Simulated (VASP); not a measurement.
Here is a VASP 6.6.1 calculation.

Contents of INCAR:

```
SYSTEM = Al2Pt
PREC = Accurate ; ENCUT = 500
EDIFF = 1E-6 ; ISMEAR = 0
SIGMA = 0.1 ; LREAL = .False.
LASPH = .True. ; NELM = 120
ALGO = Normal ; ISIF = 2
LWAVE = .False. ; LCHARG = .False.
GGA = PE ; NBANDS = 15
GGA_COMPAT = .False.
```

Contents of KPOINTS:

```
Automatic mesh
0
Gamma
  6 6 6
  0 0 0
```

Contents of POSCAR:

```
Al2Pt
1.0
    0.0000000000      2.9727292993      2.9727292993
    2.9727292993      0.0000000000      2.9727292993
    2.9727292993      2.9727292993      0.0000000000
Al Pt
2 1
Direct
    0.2500000000      0.2500000000      0.2500000000
    0.7500000000      0.7500000000      0.7500000000
    0.0000000000      0.0000000000      0.0000000000
```

Potentials or basis: VASP PAW PBE potentials, release 64 (Al, Pt).

The run is started by

```console
$ cat potpaw_PBE.64/Al/POTCAR potpaw_PBE.64/Pt/POTCAR > POTCAR
$ mpirun -np 1 vasp_std > vasp.out
```

Task: Predict the pressure.

Result: -0.2 GPa.

Task: Estimate the band gap on the k mesh.

Result: Zero (band 8 reaches 11.50 eV, above the bottom of band 9 at 6.12 eV).

Caveat: spin-orbit coupling is left out, which moves the levels of the heavy elements.
